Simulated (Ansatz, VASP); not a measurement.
# LiCl: VASP beside Ansatz

The input INCAR:

```
PREC     = Accurate       # precision mode
ENCUT    = 520            # plane-wave cutoff, eV
EDIFF    = 1E-7           # SCF threshold, eV
ISMEAR   = 0              # smearing method
SIGMA    = 0.05           # smearing width, eV
LREAL    = F              # projectors in reciprocal space
LASPH    = T              # aspherical terms in the spheres
NELM     = 100            # most SCF steps
ALGO     = Normal         # electronic algorithm
ISIF     = 2              # what is computed and relaxed
LWAVE    = F              # write WAVECAR
LCHARG   = T              # write CHGCAR
GGA      = PE             # functional
LELF     = T              # ELF
LVHAR    = T            
NBANDS   = 12             # bands
```

The input KPOINTS:

```
Automatic mesh
0
Gamma
  8 8 8
```

File POSCAR:

```
LiCl
1.0
    0.0000000000      2.5647600000      2.4878172000
    2.5647600000      0.0000000000      2.4878172000
    2.5647600000      2.5647600000      0.0000000000
Li Cl
1 1
Direct
    0.0000000000      0.0000000000      0.0000000000
    0.5000000000      0.5000000000      0.5000000000
```

Input for Ansatz:

```yaml
crystal:
  lattice:
    - [0.0, 2.56476, 2.4878172]
    - [2.56476, 0.0, 2.4878172]
    - [2.56476, 2.56476, 0.0]
  atoms:
    - { symbol: Li, position: [0.0, 0.0, 0.0] }
    - { symbol: Cl, position: [0.5, 0.5, 0.5] }
basis:
  ecutwfc: 420
kpoints:
  mp_grid: { grid: [8, 8, 8] }
hamiltonian:
  xc: pbe
scf:
  occupations: { method: gaussian, width: 0.05 }
output:
  forces: true
  stress: true
  eigenvalues: true
```

Change from the starting cell: strain -0.0300 x Voigt [0, 0, 1, 0, 0, 0], atoms carried along.

Alike in both runs: task single point; functional PBE; k mesh 8 × 8 × 8; occupations gaussian, width 0.05 eV; no spin polarisation.

|  | VASP | Ansatz |
| --- | --- | --- |
| version | VASP 6.6.1 | Ansatz 0.2.0 |
| potentials or method | VASP PAW PBE potentials, release 64 (Li_sv, Cl), cutoff 520 eV | scalar-relativistic, plane waves, PAW |
| valence electrons in the cell | 10 | 10 |

VASP gave:

* gap on the k mesh at the Fermi level (eV): 6.49
* least direct gap on the mesh (eV): 6.49

Question: Which values does Ansatz return?

Answer: gap on the k mesh at the Fermi level (eV): 6.48; least direct gap on the mesh (eV): 6.48.

With one functional, cell and mesh, what is left measures potentials, basis and numerics.

Noted on VASP's run: the cutoff is short for stress, so the pressure is rough.
